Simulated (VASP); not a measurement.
Set up this calculation in VASP 6.6.1, as the native input.

* Task: relaxation of cell and atoms
* Functional: PBE
* Potentials or basis: VASP PAW PBE potentials, release 64 (Zr_sv, B)
* Cutoff: 600 eV
* k mesh: 6 × 6 × 6
* Occupations: gaussian, width 0.1 eV
* Spin: no spin polarisation
* Dipole correction: no
* Further INCAR settings: ALGO = Normal; EDIFF = 1e-06; IBRION = 2; EDIFFG = -0.04; NSW = 90; ISIF = 3

The structure of ZrB2 lies in POSCAR:

```
ZrB2
1.0
    2.8562828800      0.0000000000      0.0000000000
    0.0000000000      3.5587868000      0.0000000000
    0.0000000000      0.0000000000      3.6215816000
Zr B
1 2
Direct
    0.5000000000      0.0000000000      0.0000000000
    0.5000000000      0.5000000000      0.5000000000
    0.5000000000      0.0000000000      0.5000000000
```

The cell was generated, and may not be a known phase.

The input as run:

INCAR

```
PREC = Accurate ; ENCUT = 600
EDIFF = 1E-6 ; ISMEAR = 0
SIGMA = 0.1 ; LREAL = F
LASPH = T ; NELM = 100
ALGO = Normal ; ISIF = 3
LWAVE = F ; LCHARG = F
GGA = PE ; IBRION = 2
NSW = 90 ; EDIFFG = -0.04
```

KPOINTS

```
Automatic mesh
0
Gamma
  6 6 6
```

Potentials or basis: VASP PAW PBE potentials, release 64 (Zr_sv, B).

Command:

```console
$ cat potpaw_PBE.64/Zr_sv/POTCAR potpaw_PBE.64/B/POTCAR > POTCAR
$ mpirun -np 1 vasp_std > vasp.out
```

Results of the run:

```yaml
Relaxed_volume: 14.96 Å³/atom
Relaxed_cell: a = 3.099 Å, b = 3.134 Å, c = 4.620 Å, α = 90.00°, β = 90.00°, γ = 90.00°
Space_group_after_relaxing_to_0.1_Å: Pmmm (No. 47)
Energy_gained_by_relaxing: 1398.8 meV/atom
Ionic_steps: 13
Pressure_after_relaxing: 0.0 GPa
Band_gap_on_the_k_mesh: zero (bands 9 and 10 overlap by 1.80 eV)
```

Caveat: the k points lie up to 0.34 Å⁻¹ apart in the final cell, too coarse for converged energies and pressures of a metal; the volume moved by over 15 % at a fixed basis, so the end points are rough.

Run time: 2.9 min on 1 thread of Intel(R) Xeon(R) Platinum 8488C (Sapphire Rapids), on a shared host, peak memory 0.18 GiB.
